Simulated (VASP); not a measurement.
Set up this calculation in VASP 6.6.1, as the native input.

```yaml
Task: relaxation of cell and atoms
Functional: LDA
Potentials_or_basis: VASP PAW LDA potentials, release 64 (In_d, Sb)
Cutoff: 600 eV
k_mesh: 11 × 11 × 11
Occupations: fermi-dirac, width 0.1 eV
Spin: no spin polarisation
Dipole_correction: no
Further_INCAR_settings: ALGO = Normal; EDIFF = 1e-06; IBRION = 2; EDIFFG = -0.005; NSW = 60; ISIF = 3
```

The structure of InSb (zincblende type) lies in POSCAR:

```
InSb
1.0
    0.0000000000      3.1072325060      3.1072325060
    3.1072325060      0.0000000000      3.1072325060
    3.1072325060      3.1072325060      0.0000000000
In Sb
1 1
Direct
    0.0000000000      0.0000000000      0.0000000000
    0.2500000000      0.2500000000      0.2500000000
```

One way to write it, as run:

INCAR

```
ALGO = Normal ; EDIFF = 1E-6
EDIFFG = -0.005 ; ENCUT = 600
GGA = CA ; IBRION = 2
ISIF = 3 ; ISMEAR = -1
LASPH = True ; LCHARG = False
LREAL = False ; LWAVE = False
NELM = 80 ; NSW = 60
PREC = Accurate ; SIGMA = 0.1
```

KPOINTS

```
k-points
0
Gamma
  11 11 11
```

Potentials or basis: VASP PAW LDA potentials, release 64 (In_d, Sb).

Command:

```sh
$ cat potpaw_LDA.64/In_d/POTCAR potpaw_LDA.64/Sb/POTCAR > POTCAR
$ mpirun -np 1 vasp_std > vasp.out
```

It gave:

```json
{
 "Relaxed volume": "33.62 Å³/atom",
 "Relaxed cell": "a = 4.564 Å, b = 4.564 Å, c = 4.564 Å, α = 60.00°, β = 60.00°, γ = 60.00°",
 "Space group after relaxing (to 0.05 Å)": "F-43m (No. 216)",
 "Energy gained by relaxing": "70.5 meV/atom",
 "Ionic steps": "3",
 "Pressure after relaxing": "0.0 GPa",
 "Band gap on the k mesh": "zero (filled and empty bands touch)"
}
```

Caveat: spin-orbit coupling is left out, which moves the levels of the heavy elements.

It took 2.8 min on 1 thread of AMD EPYC 7R13 Processor (Zen 3), with other jobs on the host, peak memory 0.19 GiB.
